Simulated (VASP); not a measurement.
# SrRu3 (Pm-3m) in VASP: further runs

SrRu3 is run at these levels: PBEsol; tasks: single point.

All numbers are computed with VASP 6.6.1; they aren't measurements. Logs are shortened: lines on timing, memory, paths and dates and some standing lists are left out, and cuts for length are marked.

## 1. The cell of the first run

The structure is cubic, space group Pm-3m (No. 221). Conventional cell: a = 4.109 Å, b = 4.109 Å, c = 4.109 Å, α = 90.00°, β = 90.00°, γ = 90.00°. Within 3.8 Å of Sr (site symmetry m-3m) lie 12 Ru at 2.91 Å. Ru (site symmetry 4/mmm) has 4 Sr at 2.91 Å and 8 Ru at 2.91 Å within 3.8 Å.

## 2. Single point, PBEsol (17.35 Å³/atom)

The input, INCAR:

```
ALGO = Normal
EDIFF = 1E-6
ENCUT = 520
GGA = PS
ISIF = 2
ISMEAR = 0
LASPH = True
LCHARG = False
LREAL = False
LWAVE = False
NBANDS = 34
NELM = 100
PREC = Accurate
SIGMA = 0.05
```

The input, KPOINTS:

```
k-points
0
Gamma
  8 8 8
```

The input, POSCAR:

```
SrRu3
1.0
    4.1092669168      0.0000000000      0.0000000000
    0.0000000000      4.1092669168      0.0000000000
    0.0000000000      0.0000000000      4.1092669168
Sr Ru
1 3
Direct
    0.0000000000      0.0000000000      0.0000000000
    0.0000000000      0.5000000000      0.5000000000
    0.5000000000      0.5000000000      0.0000000000
    0.5000000000      0.0000000000      0.5000000000
```

Potentials or basis: VASP PAW PBE potentials, release 64 (Sr_sv, Ru_pv).

Run with:

```console
$ cat potpaw_PBE.64/Sr_sv/POTCAR potpaw_PBE.64/Ru_pv/POTCAR > POTCAR
$ mpirun -np 1 vasp_std > vasp.out
```

OUTCAR:

```text
EDIFF = 1E-6
   ENCUT = 520
   GGA = PS
   ISIF = 2
   ISMEAR = 0
   LASPH = True
   LREAL = False
   NELM = 100
   PREC = Accurate

 ion  position               nearest neighbor table
   1  0.000  0.000  0.000-   2 2.91   3 2.91   4 2.91   2 2.91   4 2.91   2 2.91   3 2.91   2 2.91
                             3 2.91   4 2.91   4 2.91   3 2.91
   2  0.000  0.500  0.500-   1 2.91   3 2.91   4 2.91   1 2.91   3 2.91   1 2.91   4 2.91   1 2.91
                             3 2.91   4 2.91   3 2.91   4 2.91
   3  0.500  0.500  0.000-   1 2.91   2 2.91   4 2.91   2 2.91   4 2.91   1 2.91   4 2.91   4 2.91
                             1 2.91   2 2.91   2 2.91   1 2.91
   4  0.500  0.000  0.500-   1 2.91   2 2.91   3 2.91   1 2.91   3 2.91   2 2.91   3 2.91   3 2.91
                             1 2.91   2 2.91   1 2.91   2 2.91

  LATTYP: Found a simple cubic cell.
 ALAT       =     4.1092669168

  Lattice vectors:

 A1 = (   4.1092669168,   0.0000000000,   0.0000000000)
 A2 = (   0.0000000000,   4.1092669168,   0.0000000000)
 A3 = (   0.0000000000,   0.0000000000,   4.1092669168)

Analysis of symmetry for initial positions (statically):
=====================================================================
 Subroutine PRICEL returns:
 Original cell was already a primitive cell.

 Routine SETGRP: Setting up the symmetry group for a
 simple cubic supercell.

 Subroutine GETGRP returns: Found 48 space group operations
 (whereof 48 operations were pure point group operations)
 out of a pool of 48 trial point group operations.

The static configuration has the point symmetry O_h .

Analysis of symmetry for dynamics (positions and initial velocities):
=====================================================================
 Subroutine PRICEL returns:
 Original cell was already a primitive cell.

 Routine SETGRP: Setting up the symmetry group for a
 simple cubic supercell.

 Subroutine GETGRP returns: Found 48 space group operations
 (whereof 48 operations were pure point group operations)
 out of a pool of 48 trial point group operations.

The dynamic configuration has the point symmetry O_h .

 Subroutine INISYM returns: Found 48 space group operations
 (whereof 48 operations are pure point group operations),
 and found     1 'primitive' translations

----------------------------------------------------------------------------------------
[... 96 lines left out ...]
   NELM   =    100;   NELMIN=  2; NELMDL= -5     # of ELM steps
   EDIFF  = 0.1E-05   stopping-criterion for ELM
   LREAL  =      F    real-space projection
   EDIFFG = 0.1E-04   stopping-criterion for IOM
   NSW    =      0    number of steps for IOM
   IBRION =     -1    ionic relax: 0-MD 1-quasi-New 2-CG
   NFREE  =      0    steps in history (QN), initial steepest desc. (CG)
   ISIF   =      2    stress and relaxation
   ISYM   =      2    0-nonsym 1-usesym 2-fastsym
   POTIM  = 0.5000    time-step for ionic-motion
   TEBEG  =    0.0;   TEEND  =   0.0 temperature during run
   PSTRESS=    0.0 pullay stress
   NELECT =      52.0000    total number of electrons
   NUPDOWN=      -1.0000    fix difference up-down
   EMIN   =  10.00;   EMAX   =-10.00  energy-range for DOS
   EFERMI =   0.00;   METHOD = LEGACY
   ISMEAR =     0;   SIGMA  =   0.05  broadening in eV -4-tet -1-fermi 0-gaus
   EFERMI_NEDOS =   21; number of points for ismear=-14 and -15
   IALGO  =     38    algorithm
   IMIX   =      4    mixing-type and parameters
     AMIX     =   0.40;   BMIX     =  1.00
     AMIX_MAG =   1.60;   BMIX_MAG =  1.00
  volume/ion in A,a.u.               =      17.35       117.07
  Fermi-wavevector in a.u.,A,eV,Ry     =   1.487002  2.810027 30.084867  2.211175
  Thomas-Fermi vector in A             =   2.600218
   LORBIT       =      0    0 simple, 1 ext, 2 COOP (PROOUT), +10 PAW based schemes
   GGA     = PS    functional components
   LHFCALC =     F    Hartree Fock is set to
   AEXX    =    0.0000 exact exchange contribution
   IVDW    =     0    specifies the selected vdW correction
   LEPSILON=     F    determine dielectric tensor
   LRPA    =     F    only Hartree local field effects (RPA)
 non-spin polarized calculation
 Gauss-broadening in eV      SIGMA  =   0.05
  energy-cutoff  :      520.00
  volume of cell :       69.39
 maximum number of plane-waves:      1888
 NGX is ok and might be reduce to    32
   NGX = 15   NGY = 15   NGZ = 15

 number of electron      52.0000029 magnetization

 Free energy of the ion-electron system (eV)
  ---------------------------------------------------
  ext. energy  EPLUGINS =         0.00000000
  ---------------------------------------------------
  free energy    TOTEN  =       -27.79579044 eV

  energy without entropy =      -27.78297981  energy(sigma->0) =      -27.78938512

 E-fermi :   7.8273     XC(G=0): -12.5705

 val. band max:        7.8263071356   @ k =   0.3750   0.2500   0.2500
 cond. band min:       7.8357378833   @ k =   0.5000   0.0000   0.0000
 fundamental gap:      0.0094307478
 Fermi energy:         7.8272833631

 k-point     1 :       0.0000    0.0000    0.0000
  band No.  band energies     occupation
      1     -34.2959      2.00000
      2     -34.2959      2.00000
      3     -34.2959      2.00000
      4     -34.0151      2.00000
      5     -34.0151      2.00000
      6     -34.0151      2.00000
[... 877 lines left out ...]
     33      13.1778      0.00000
     34      13.5068      0.00000

 [... further k-points ...]

------------------------ aborting loop because EDIFF is reached ----------------------------------------

  FORCE on cell =-STRESS in cart. coord.  units (eV):
  Direction    XX          YY          ZZ          XY          YZ          ZX
  --------------------------------------------------------------------------------------
  -------------------------------------------------------------------------------------
  Total       -2.0846614     -2.0846614     -2.0846614      0.0000000      0.0000000     -0.0000000
  in kB      -48.1341218    -48.1341218    -48.1341218      0.0000000      0.0000000     -0.0000000
  external PRESSURE =     -48.1341218 kB  Pullay stress =       0.0000000 kB

 VOLUME and BASIS-vectors are now :
 -----------------------------------------------------------------------------
  energy-cutoff  :      520.00
  volume of cell :       69.39
      direct lattice vectors                 reciprocal lattice vectors
     4.109266917  0.000000000  0.000000000     0.243352408  0.000000000  0.000000000
     0.000000000  4.109266917  0.000000000     0.000000000  0.243352408  0.000000000
     0.000000000  0.000000000  4.109266917     0.000000000  0.000000000  0.243352408

 POSITION                                       TOTAL-FORCE (eV/Angst)
 -----------------------------------------------------------------------------------
      0.00000      0.00000      0.00000         0.000000      0.000000      0.000000
      0.00000      2.05463      2.05463         0.000000      0.000000      0.000000
      2.05463      2.05463      0.00000         0.000000      0.000000      0.000000
      2.05463      0.00000      2.05463         0.000000      0.000000      0.000000
 -----------------------------------------------------------------------------------
    total drift:                                0.000000     -0.000000     -0.000000

  FREE ENERGIE OF THE ION-ELECTRON SYSTEM (eV)
  ---------------------------------------------------
  free  energy   TOTEN  =       -27.7957904350 eV

  energy  without entropy=      -27.7829798075  energy(sigma->0) =      -27.78938512
```

Wall time 22 s (1 thread of Intel Xeon 6975P-C (Granite Rapids), shared host); peak memory 0.21 GiB.

What came out:

```
Free energy            : -27.7958 eV
Pressure               : -4.8 GPa
Band gap on the k mesh : zero (bands 26 and 27 overlap by 2.03 eV)
```

Caveat: the cell stands under tension; the PAW data sets were made with another functional, which shifts forces and pressure a little.

## 3. Single point, PBEsol (18.41 Å³/atom)

This run uses another cell than the first one, of 18.41 Å³/atom.

The input, INCAR:

```
PREC = Accurate
ENCUT = 520
EDIFF = 1E-6
ISMEAR = 0
SIGMA = 0.05
LREAL = False
LASPH = True
NELM = 80
ALGO = Normal
ISIF = 2
LWAVE = False
LCHARG = True
GGA = PS
LELF = True
LVHAR = True
NBANDS = 34
```

The input, KPOINTS:

```
regular mesh
0
Gamma
  8 8 8
```

The input, POSCAR:

```
SrRu3
1.0
    4.1916500774      0.0000000000      0.0000000000
    0.0000000000      4.1916500774      0.0000000000
    0.0000000000      0.0000000000      4.1916500774
Sr Ru
1 3
Direct
    0.0000000000      0.0000000000      0.0000000000
    0.0000000000      0.5000000000      0.5000000000
    0.5000000000      0.5000000000      0.0000000000
    0.5000000000      0.0000000000      0.5000000000
```

Potentials or basis: VASP PAW PBE potentials, release 64 (Sr_sv, Ru_pv).

Run with:

```console
$ cat potpaw_PBE.64/Sr_sv/POTCAR potpaw_PBE.64/Ru_pv/POTCAR > POTCAR
$ mpirun -np 1 vasp_std > vasp.out
```

OUTCAR:

```text
PREC = Accurate
   ENCUT = 520
   EDIFF = 1E-6
   ISMEAR = 0
   LREAL = False
   LASPH = True
   NELM = 80
   ISIF = 2
   GGA = PS

 ion  position               nearest neighbor table
   1  0.000  0.000  0.000-   2 2.96   3 2.96   4 2.96   2 2.96   4 2.96   2 2.96   3 2.96   2 2.96
                             3 2.96   4 2.96   4 2.96   3 2.96
   2  0.000  0.500  0.500-   1 2.96   3 2.96   4 2.96   1 2.96   3 2.96   1 2.96   4 2.96   1 2.96
                             3 2.96   4 2.96   3 2.96   4 2.96
   3  0.500  0.500  0.000-   1 2.96   2 2.96   4 2.96   2 2.96   4 2.96   1 2.96   4 2.96   4 2.96
                             1 2.96   2 2.96   2 2.96   1 2.96
   4  0.500  0.000  0.500-   1 2.96   2 2.96   3 2.96   1 2.96   3 2.96   2 2.96   3 2.96   3 2.96
                             1 2.96   2 2.96   1 2.96   2 2.96

  LATTYP: Found a simple cubic cell.
 ALAT       =     4.1916500774

  Lattice vectors:

 A1 = (   4.1916500774,   0.0000000000,   0.0000000000)
 A2 = (   0.0000000000,   4.1916500774,   0.0000000000)
 A3 = (   0.0000000000,   0.0000000000,   4.1916500774)

Analysis of symmetry for initial positions (statically):
=====================================================================
 Subroutine PRICEL returns:
 Original cell was already a primitive cell.

 Routine SETGRP: Setting up the symmetry group for a
 simple cubic supercell.

 Subroutine GETGRP returns: Found 48 space group operations
 (whereof 48 operations were pure point group operations)
 out of a pool of 48 trial point group operations.

The static configuration has the point symmetry O_h .

Analysis of symmetry for dynamics (positions and initial velocities):
=====================================================================
 Subroutine PRICEL returns:
 Original cell was already a primitive cell.

 Routine SETGRP: Setting up the symmetry group for a
 simple cubic supercell.

 Subroutine GETGRP returns: Found 48 space group operations
[... 127 lines left out ...]
     AMIX_MAG =   1.60;   BMIX_MAG =  1.00
  volume/ion in A,a.u.               =      18.41       124.25
  Fermi-wavevector in a.u.,A,eV,Ry     =   1.457776  2.754798 28.913906  2.125112
  Thomas-Fermi vector in A             =   2.574538
   LORBIT       =      0    0 simple, 1 ext, 2 COOP (PROOUT), +10 PAW based schemes
   GGA     = PS    functional components
   LHFCALC =     F    Hartree Fock is set to
   AEXX    =    0.0000 exact exchange contribution
   IVDW    =     0    specifies the selected vdW correction
   LEPSILON=     F    determine dielectric tensor
   LRPA    =     F    only Hartree local field effects (RPA)
 non-spin polarized calculation
 Gauss-broadening in eV      SIGMA  =   0.05
  energy-cutoff  :      520.00
  volume of cell :       73.65
 maximum number of plane-waves:      2000
 NGX is ok and might be reduce to    32
   NGX = 15   NGY = 15   NGZ = 15

 number of electron      51.9999968 magnetization

 Free energy of the ion-electron system (eV)
  ---------------------------------------------------
  ext. energy  EPLUGINS =         0.00000000
  ---------------------------------------------------
  free energy    TOTEN  =       -27.57747813 eV

  energy without entropy =      -27.56467770  energy(sigma->0) =      -27.57107792

 E-fermi :   7.1285     XC(G=0): -12.2398

 val. band max:        7.1241131624   @ k =   0.5000   0.0000   0.0000
 cond. band min:       7.1296770162   @ k =   0.3750   0.2500   0.2500
 fundamental gap:      0.0055638538
 Fermi energy:         7.1284873058

 k-point     1 :       0.0000    0.0000    0.0000
  band No.  band energies     occupation
      1     -34.9286      2.00000
      2     -34.9286      2.00000
      3     -34.9286      2.00000
      4     -34.6797      2.00000
      5     -34.6797      2.00000
      6     -34.6797      2.00000
[... 877 lines left out ...]
     33      12.2789      0.00000
     34      12.6020      0.00000

 [... further k-points ...]

------------------------ aborting loop because EDIFF is reached ----------------------------------------

  FORCE on cell =-STRESS in cart. coord.  units (eV):
  Direction    XX          YY          ZZ          XY          YZ          ZX
  --------------------------------------------------------------------------------------
  -------------------------------------------------------------------------------------
  Total       -5.2391051     -5.2391051     -5.2391051      0.0000000      0.0000000      0.0000000
  in kB     -113.9757958   -113.9757958   -113.9757958      0.0000000      0.0000000      0.0000000
  external PRESSURE =    -113.9757958 kB  Pullay stress =       0.0000000 kB

 VOLUME and BASIS-vectors are now :
 -----------------------------------------------------------------------------
  energy-cutoff  :      520.00
  volume of cell :       73.65
      direct lattice vectors                 reciprocal lattice vectors
     4.191650077  0.000000000  0.000000000     0.238569533  0.000000000  0.000000000
     0.000000000  4.191650077  0.000000000     0.000000000  0.238569533  0.000000000
     0.000000000  0.000000000  4.191650077     0.000000000  0.000000000  0.238569533

 POSITION                                       TOTAL-FORCE (eV/Angst)
 -----------------------------------------------------------------------------------
      0.00000      0.00000      0.00000         0.000000      0.000000      0.000000
      0.00000      2.09583      2.09583         0.000000      0.000000      0.000000
      2.09583      2.09583      0.00000         0.000000      0.000000      0.000000
      2.09583      0.00000      2.09583         0.000000      0.000000      0.000000
 -----------------------------------------------------------------------------------
    total drift:                                0.000000     -0.000000     -0.000000

  FREE ENERGIE OF THE ION-ELECTRON SYSTEM (eV)
  ---------------------------------------------------
  free  energy   TOTEN  =       -27.5774781302 eV

  energy  without entropy=      -27.5646777001  energy(sigma->0) =      -27.57107792
```

It took 27 s on 1 thread of Intel Xeon 6975P-C (Granite Rapids), shared host; peak memory 0.21 GiB.

What came out:

- Free energy: -27.5775 eV
- Pressure: -11.4 GPa
- Band gap on the k mesh: zero (bands 26 and 27 overlap by 1.84 eV)

Caveat: the cell stands under tension; the PAW data sets were made with another functional, which shifts forces and pressure a little.

(Part 1 of 2 ends here.)
